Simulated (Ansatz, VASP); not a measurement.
## LiCl in VASP and in Ansatz

POSCAR

```
LiCl
1.0
    0.0000000000      2.6032314000      2.6032314000
    2.6032314000      0.0000000000      2.6032314000
    2.6032314000      2.6032314000      0.0000000000
Li Cl
1 1
Direct
    0.0000000000      0.0000000000      0.0000000000
    0.5000000000      0.5000000000      0.5000000000
```

INCAR.step1

```
SYSTEM = LiCl
PREC = Accurate
ENCUT = 520
ISMEAR = 0
SIGMA = 0.05
LREAL = .FALSE.
LASPH = .TRUE.
NELM = 60
NBANDS = 12
GGA = PE
ALGO = Normal
EDIFF = 1E-4
LWAVE = .TRUE.
LCHARG = .FALSE.
```

File INCAR.step2:

```
SYSTEM = LiCl
PREC = Accurate
ENCUT = 520
EDIFF = 1E-6
ISMEAR = 0
SIGMA = 0.05
LREAL = .FALSE.
LASPH = .TRUE.
NELM = 60
ALGO = Normal
ISIF = 2
LWAVE = .FALSE.
LCHARG = .TRUE.
METAGGA = R2SCAN
LMIXTAU = .TRUE.
LELF = .TRUE.
LVHAR = .TRUE.
NBANDS = 12
ISTART = 1
```

The input KPOINTS:

```
Automatic mesh
0
G
  8 8 8
  0 0 0
```

Input for Ansatz:

```yaml
crystal:
  lattice:
    - [0.0, 2.6032314, 2.6032314]
    - [2.6032314, 0.0, 2.6032314]
    - [2.6032314, 2.6032314, 0.0]
  atoms:
    - { symbol: Li, position: [0.0, 0.0, 0.0] }
    - { symbol: Cl, position: [0.5, 0.5, 0.5] }
basis:
  ecutwfc: 500
kpoints:
  mp_grid: { grid: [8, 8, 8] }
hamiltonian:
  xc: r2scan
scf:
  occupations: { method: gaussian, width: 0.05 }
output:
  forces: true
  stress: true
  eigenvalues: true
```

Change from the starting cell: strain +0.015 along x and y, +0.015 along z, atoms carried along.

Alike in both runs: task single point; functional r2SCAN; k mesh 8 × 8 × 8; occupations gaussian, width 0.05 eV; no spin polarisation.

|  | VASP | Ansatz |
| --- | --- | --- |
| version | VASP 6.6.1 | Ansatz 0.2.0 |
| potentials or method | VASP PAW PBE potentials, release 64 (Li_sv, Cl), cutoff 520 eV | scalar-relativistic, plane waves, PAW |
| valence electrons in the cell | 10 | 10 |

VASP gave:

| Item | Value |
| --- | --- |
| gap on the k mesh at the Fermi level (eV) | 7.03 |
| least direct gap on the mesh (eV) | 7.03 |

Task: Estimate Ansatz's values.

Result: gap on the k mesh at the Fermi level (eV): 6.96; least direct gap on the mesh (eV): 6.96.

VASP's potentials were made for PBE, not for r2SCAN.

Noted on VASP's run: the cutoff is under 1.25 times that of the potentials, so the pressure is a little rough.
